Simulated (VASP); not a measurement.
# SiC in VASP: further runs, part 2 of 2

VASP 6.6.1. The steps go on from the part before.

## (4) Single point, PBE

This run uses another cell than the first one, of 10.63 Å³/atom, 1.062 times its volume.

The input, INCAR:

```
PREC = Accurate
ENCUT = 520
EDIFF = 1E-6
ISMEAR = -1
SIGMA = 0.05
LREAL = F
LASPH = T
NELM = 60
ALGO = Normal
ISIF = 2
LWAVE = F
LCHARG = T
GGA = PE
LELF = T
LVHAR = T
NBANDS = 16
```

The input, KPOINTS:

```
Automatic mesh
0
Gamma
  12 12 7
```

The input, POSCAR:

```
SiC
1.0
    3.1039467384      0.0000000000      0.0000000000
   -1.5519733692      2.6880967274      0.0000000000
    0.0000000000      0.0000000000      5.0952039065
Si C
2 2
Direct
    0.3333333300      0.6666666700      0.4996024000
    0.6666666700      0.3333333300      0.9996024000
    0.3333333300      0.6666666700      0.8753976000
    0.6666666700      0.3333333300      0.3753976000
```

Potentials or basis: VASP PAW PBE potentials, release 64 (Si, C).

Launch:

```sh
$ cat potpaw_PBE.64/Si/POTCAR potpaw_PBE.64/C/POTCAR > POTCAR
$ mpirun -np 1 vasp_std > vasp.out
```

OUTCAR:

```text
PREC = Accurate
   ENCUT = 520
   EDIFF = 1E-6
   ISMEAR = -1
   LREAL = F
   LASPH = T
   NELM = 60
   ISIF = 2
   GGA = PE

 ion  position               nearest neighbor table
   1  0.333  0.667  0.500-   4 1.90   4 1.90   4 1.90   3 1.91   2 3.11   2 3.11   2 3.11   2 3.11
                             2 3.11   2 3.11
   2  0.667  0.333  1.000-   3 1.90   3 1.90   3 1.90   4 1.91   1 3.11   1 3.11   1 3.11   1 3.11
                             1 3.11   1 3.11
   3  0.333  0.667  0.875-   2 1.90   2 1.90   2 1.90   1 1.91
   4  0.667  0.333  0.375-   1 1.90   1 1.90   1 1.90   2 1.91

  LATTYP: Found a hexagonal cell.
 ALAT       =     3.1039467384
 C/A-ratio  =     1.6415242708

  Lattice vectors:

 A1 = (   3.1039467384,   0.0000000000,   0.0000000000)
 A2 = (  -1.5519733692,   2.6880967274,   0.0000000000)
 A3 = (   0.0000000000,   0.0000000000,   5.0952039065)

Analysis of symmetry for initial positions (statically):
=====================================================================
 Subroutine PRICEL returns:
 Original cell was already a primitive cell.

 Routine SETGRP: Setting up the symmetry group for a
 hexagonal supercell.

 Subroutine GETGRP returns: Found 12 space group operations
 (whereof  6 operations were pure point group operations)
 out of a pool of 24 trial point group operations.

The static configuration has the point symmetry C_3v.
 The point group associated with its full space group is C_6v.

Analysis of symmetry for dynamics (positions and initial velocities):
=====================================================================
 Subroutine PRICEL returns:
 Original cell was already a primitive cell.

 Routine SETGRP: Setting up the symmetry group for a
 hexagonal supercell.

 Subroutine GETGRP returns: Found 12 space group operations
 (whereof  6 operations were pure point group operations)
 out of a pool of 24 trial point group operations.

The dynamic configuration has the point symmetry C_3v.
 The point group associated with its full space group is C_6v.
[... 125 lines left out ...]
  Fermi-wavevector in a.u.,A,eV,Ry     =   1.181974  2.233607 19.008189  1.397063
  Thomas-Fermi vector in A             =   2.318237
   LORBIT       =      0    0 simple, 1 ext, 2 COOP (PROOUT), +10 PAW based schemes
   GGA     = PE    functional components
   LHFCALC =     F    Hartree Fock is set to
   AEXX    =    0.0000 exact exchange contribution
   IVDW    =     0    specifies the selected vdW correction
   LEPSILON=     F    determine dielectric tensor
   LRPA    =     F    only Hartree local field effects (RPA)
 non-spin polarized calculation
  energy-cutoff  :      520.00
  volume of cell :       42.51
 maximum number of plane-waves:      1164
 NGX is ok and might be reduce to    24

 number of electron      16.0000000 magnetization

 Free energy of the ion-electron system (eV)
  ---------------------------------------------------
  ext. energy  EPLUGINS =         0.00000000
  ---------------------------------------------------
  free energy    TOTEN  =       -30.10635553 eV

  energy without entropy =      -30.10635553  energy(sigma->0) =      -30.10635553

 E-fermi :   8.8986     XC(G=0): -11.2311

 val. band max:        7.9519767254   @ k =   0.0000   0.0000   0.0000
 cond. band min:      10.2736961948   @ k =   0.3333   0.3333   0.0000
 fundamental gap:      2.3217194694
 Fermi energy:         8.8985612376

 k-point     1 :       0.0000    0.0000    0.0000
  band No.  band energies     occupation
      1      -7.4004      2.00000
      2      -3.9364      2.00000
      3      -0.5912      2.00000
      4       6.6495      2.00000
      5       6.6495      2.00000
      6       7.8396      2.00000
[... 433 lines left out ...]
      3       0.6699      2.00000
      4       2.2915      2.00000
      5       3.3035      2.00000
      6       5.1251      2.00000
[... 8 lines left out ...]
     15      18.9110      0.00000
     16      19.8195      0.00000

 [... further k-points ...]

------------------------ aborting loop because EDIFF is reached ----------------------------------------

  FORCE on cell =-STRESS in cart. coord.  units (eV):
  Direction    XX          YY          ZZ          XY          YZ          ZX
  --------------------------------------------------------------------------------------
  -------------------------------------------------------------------------------------
  Total       -0.6648707     -0.6648707     -0.6735197      0.0000000      0.0000000      0.0000000
  in kB      -25.0568850    -25.0568849    -25.3828373      0.0000000      0.0000000      0.0000000
  external PRESSURE =     -25.1655357 kB  Pullay stress =       0.0000000 kB

 VOLUME and BASIS-vectors are now :
 -----------------------------------------------------------------------------
  energy-cutoff  :      520.00
  volume of cell :       42.51
      direct lattice vectors                 reciprocal lattice vectors
     3.103946738  0.000000000  0.000000000     0.322170477  0.186005211  0.000000000
    -1.551973369  2.688096727  0.000000000     0.000000000  0.372010423  0.000000000
     0.000000000  0.000000000  5.095203907     0.000000000  0.000000000  0.196262999

 POSITION                                       TOTAL-FORCE (eV/Angst)
 -----------------------------------------------------------------------------------
     -0.00000      1.79206      2.54558         0.000000     -0.000000     -0.003516
      1.55197      0.89603      5.09318        -0.000000      0.000000     -0.003516
     -0.00000      1.79206      4.46033         0.000000      0.000000      0.003516
      1.55197      0.89603      1.91273        -0.000000     -0.000000      0.003516
 -----------------------------------------------------------------------------------
    total drift:                                0.000001     -0.000000      0.000377

  FREE ENERGIE OF THE ION-ELECTRON SYSTEM (eV)
  ---------------------------------------------------
  free  energy   TOTEN  =       -30.1063555312 eV

  energy  without entropy=      -30.1063555311  energy(sigma->0) =      -30.10635553
```

Run time: 53 s. Hardware: 1 thread of AMD EPYC 7R13, shared host; peak memory 0.18 GiB.

What came out:

| Property | Result |
| --- | --- |
| Free energy | -30.1064 eV |
| Pressure | -2.5 GPa |
| Largest force | 0.004 eV/Å |
| Band gap on the k mesh | 2.32 eV, indirect (least direct gap 3.92 eV) |

Forces in eV/Å, atoms in the order of the input:
```
Si   0.000  0.000 -0.004
Si   0.000  0.000 -0.004
C    0.000  0.000  0.004
C    0.000  0.000  0.004
```

A k mesh can miss the band edges.

## (5) Single point, PBE

This run uses another cell than the first one, of 10.32 Å³/atom, 1.031 times its volume.

The input, INCAR:

```
SYSTEM = SiC
PREC = Accurate
ENCUT = 520
EDIFF = 1E-7
ISMEAR = -1
SIGMA = 0.05
LREAL = .FALSE.
LASPH = .TRUE.
NELM = 60
ALGO = Normal
ISIF = 2
LWAVE = .FALSE.
LCHARG = .FALSE.
GGA = PE
NBANDS = 16
```

The input, KPOINTS:

```
regular mesh
0
G
  12 12 7
  0 0 0
```

The input, POSCAR:

```
SiC
1.0
    3.0735139282      0.0000000000      0.0000000000
   -1.5367569641      2.6617411407      0.0000000000
    0.0000000000      0.0000000000      5.0452477100
Si C
2 2
Direct
    0.3333333300      0.6666666700      0.5194230324
    0.6666666700      0.3333333300      0.9996024000
    0.3333333300      0.6666666700      0.8753976000
    0.6666666700      0.3333333300      0.3753976000
```

Launch:

```sh
$ cat potpaw_PBE.64/Si/POTCAR potpaw_PBE.64/C/POTCAR > POTCAR
$ mpirun -np 1 vasp_std > vasp.out
```

It took 1.7 min on 1 thread of AMD EPYC 7R13, shared host; peak memory 0.19 GiB.

The run converged. Its results:

```
Free energy            : -29.9503 eV
Pressure               : 4.6 GPa
Largest force          : 3.185 eV/Å
Band gap on the k mesh : 1.78 eV, indirect (least direct gap 3.73 eV)
```

Forces in eV/Å, atoms in the order of the input:
```
Si   0.000  0.000 -3.185
Si   0.000  0.000  0.926
C    0.000  0.000  1.288
C    0.000  0.000  0.971
```

Stress tensor (GPa, compression positive):
```
2.24 0.00 0.00
0.00 2.24 0.00
0.00 0.00 9.20
```

Levels at points of the mesh, in eV from the valence-band top:
| k point | band 6 | band 7 | band 8 | band 9 | band 10 | band 11 |
| --- | --- | --- | --- | --- | --- | --- |
| (0.00, 0.00, 0.00) | -0.67 | 0.00 | 0.00 | 4.51 | 6.00 | 6.38 |
| (0.50, 0.00, 0.00) | -3.75 | -3.62 | -1.23 | 2.51 | 3.81 | 6.61 |

Caveat: forces of over 1 eV/Å act on the atoms, so gaps and moduli don't describe the material at rest.

## (6) Overview

```csv
cell,gap on the mesh (eV),pressure (GPa),largest force (eV/Å)
"a = 3.042, b = 3.042, c = 4.994 Å, angles 90.0, 90.0, 120.0°, 4 atoms",2.21,11.2,0.01
"a = 3.074, b = 3.074, c = 5.045 Å, angles 90.0, 90.0, 120.0°, 4 atoms",1.78,4.6,3.19
"a = 3.104, b = 3.104, c = 5.095 Å, angles 90.0, 90.0, 120.0°, 4 atoms",2.32,-2.5,-
```

Some of these runs hold the atoms at other places in the same cell, which the table doesn't show; runs alike in all that it shows share one row.

Alike in all rows: task single point; level PBE; potentials or basis VASP PAW PBE potentials, release 64 (Si, C); no spin polarisation; k mesh 12 × 12 × 7; cutoff (eV) 520; smearing fermi-dirac 0.05 eV.

Caveats: forces of over 1 eV/Å act on the atoms, so gaps and moduli don't describe the material at rest (some runs).

Total energies depend on the potentials used, so only differences within one code and one set of settings carry meaning.
